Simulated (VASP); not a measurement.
A run of VASP 6.6.1 is set up as follows.

File INCAR:

```
PREC = Accurate
ENCUT = 600
EDIFF = 1E-6
ISMEAR = 0
SIGMA = 0.05
LREAL = F
LASPH = T
NELM = 80
ALGO = Normal
ISIF = 3
LWAVE = F
LCHARG = F
IBRION = 2
NSW = 50
EDIFFG = -0.01
```

The input KPOINTS:

```
Automatic mesh
0
Gamma
  18 18 18
```

Contents of POSCAR:

```
Ag
1.0
    0.0000000000      2.0427500000      2.0427500000
    2.0427500000      0.0000000000      2.0427500000
    2.0427500000      2.0427500000      0.0000000000
Ag
1
Direct
    0.0000000000      0.0000000000      0.0000000000
```

Potentials or basis: VASP PAW LDA potentials, release 64 (Ag).

Launch:

```console
$ cat potpaw_LDA.64/Ag/POTCAR > POTCAR
$ mpirun -np 1 vasp_std > vasp.out
```

(1) Predict the band gap on the k mesh.

(2) What does it give for the relaxed cell?

(3) Predict the relaxed volume.

(4) Predict the space group after relaxing (to 0.1 Å).

## Answers

(1) zero (an odd number of electrons rules out a gap without spin polarisation).

(2) a = 2.831 Å, b = 2.831 Å, c = 2.831 Å, α = 60.00°, β = 60.00°, γ = 60.00°.

(3) 16.05 Å³/atom.

(4) Fm-3m (No. 225).
